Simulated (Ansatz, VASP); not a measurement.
Al2Cu: VASP beside Ansatz

INCAR

```
  PREC = Accurate
  ENCUT = 520
  EDIFF = 1E-6
  ISMEAR = 0
  SIGMA = 0.15
  LREAL = False
  LASPH = True
  NELM = 80
  ALGO = Fast
  ISIF = 2
  LWAVE = False
  LCHARG = False
  GGA = PE
  NBANDS = 16
```

File KPOINTS:

```
Automatic mesh
0
Gamma
  10 10 14
```

The input POSCAR:

```
Al2Cu
1.0
    4.1759740897      0.0000000000      0.0000000000
    0.0000000000      4.1759740897      0.0000000000
    0.0000000000      0.0000000000      2.8847334069
Al Cu
2 1
Direct
    0.5000000000      0.0039076392      0.5000000000
    0.0000000000      0.4827718519      0.5000000000
    0.0000000000      0.0056558685      0.0000000000
```

Input for Ansatz:

```yaml
crystal:
  lattice:
    - [4.1759740897, 0.0, 0.0]
    - [0.0, 4.1759740897, 0.0]
    - [0.0, 0.0, 2.8847334069]
  atoms:
    - { symbol: Al, position: [0.5, 0.0039076392, 0.5] }
    - { symbol: Al, position: [0.0, 0.4827718519, 0.5] }
    - { symbol: Cu, position: [0.0, 0.0056558685, 0.0] }
basis:
  ecutwfc: 520.0
kpoints:
  mp_grid: { grid: [10, 10, 14] }
hamiltonian:
  xc: pbe
  pseudopotentials: { kind: paw, azcp: { folder: soft_1 } }
scf:
  occupations: { method: gaussian, width: 0.15 }
output:
  forces: true
  stress: true
  eigenvalues: true
```

Change from the starting cell: mode 9 frozen in at -0.071 Å, equal normal strain along x and y +0.0133.

Alike in both runs: task single point; functional PBE; k mesh 10 × 10 × 14; occupations gaussian, width 0.15 eV; no spin polarisation.

```csv
,VASP,Ansatz
version,VASP 6.6.1,Ansatz 0.2.0
potentials or method,"VASP PAW PBE potentials, release 64 (Al, Cu), cutoff 520 eV","scalar-relativistic, plane waves, PAW"
valence electrons in the cell,17,25
```

|  | VASP | Ansatz | Ansatz less VASP |
| --- | --- | --- | --- |
| gap on the k mesh at the Fermi level (eV) | none | none | - |
| pressure (GPa) | -1.2 | -1.8 | -0.53 |
| traceless stress, the component that is largest in VASP (GPa) | 0.50 | 0.52 | +0.022 |
| rms of the force components (eV/Å) | 0.320 | 0.318 | -0.0014 |

Atom by atom the forces differ by 0.002 eV/Å (rms over components). A gap of «none» marks a metal or a gap that the smearing closes. VASP's potentials hold 17 valence electrons a cell and Ansatz's 25, so a difference there can come from the potentials and not from the codes.
